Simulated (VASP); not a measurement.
## SrTiO3: electric field gradients with r2SCAN

SrTiO3:

```
Sr Ti O
1.0
     3.90500    0.00000    0.00000
     0.00000    3.90500    0.00000
     0.00000    0.00000    3.90500
Sr Ti O
1 1 3
Direct
  0.00000 0.00000 0.00000
  0.50000 0.50000 0.50000
  0.00000 0.50000 0.50000
  0.50000 0.00000 0.50000
  0.50000 0.50000 0.00000
```

| Quantity | Value |
| --- | --- |
| Program | VASP 6.6.1 |
| Task | electric field gradients |
| Functional | r2SCAN |
| Potentials or basis | VASP PAW PBE potentials, release 64 (Sr_sv, Ti_sv, O) |
| Cutoff | 580 eV |
| k mesh | 8 × 8 × 8 |
| Occupations | fermi-dirac, width 0.02 eV |
| Spin | no spin polarisation |
| Dipole correction | no |
| Further INCAR settings | ALGO = Normal; EDIFF = 1e-08; NBANDS = 28 |

```
Pressure               : 1.1 GPa
Band gap on the k mesh : 2.28 eV, indirect (least direct gap 2.66 eV)
```

Levels at points of the mesh, in eV from the valence-band top:
| k point | band 16 | band 17 | band 18 | band 19 | band 20 | band 21 | band 22 | band 23 | band 24 | band 25 |
| --- | --- | --- | --- | --- | --- | --- | --- | --- | --- | --- |
| (0.00, 0.00, 0.00) | -1.21 | -1.21 | -0.38 | -0.38 | -0.38 | 2.28 | 2.28 | 2.28 | 4.60 | 4.60 |
| (0.50, 0.00, 0.00) | -2.36 | -2.36 | -2.00 | -0.77 | -0.77 | 2.44 | 4.18 | 4.18 | 4.61 | 6.94 |
| (0.50, 0.50, 0.00) | -2.86 | -1.79 | -1.61 | -1.61 | -0.09 | 4.19 | 4.19 | 4.67 | 5.65 | 8.57 |
| (0.50, 0.50, 0.50) | -3.80 | -3.80 | 0.00 | 0.00 | 0.00 | 4.89 | 4.89 | 4.89 | 7.64 | 7.64 |

Electric field gradients, principal values (V/Å²):
```csv
atom,least,middle,greatest (by size)
1 Sr,0.000,0.000,0.000
2 Ti,0.000,0.000,0.000
3 O,-7.522,-7.522,15.044
4 O,-7.522,-7.522,15.044
5 O,-7.522,-7.522,15.044
```

Run time: 3 min on 1 thread of AMD EPYC 9R45 96-Core Processor (Zen 5) (shared host), peak memory 0.2 GiB.

Caveat: without QUAD_EFG the Cq values of the log hold for a quadrupole moment of 1 mb, not for the nuclei; the PAW data sets were made with another functional, which shifts forces and pressure a little. r2SCAN opens gaps a little over a GGA but as a rule still falls short of measured ones.
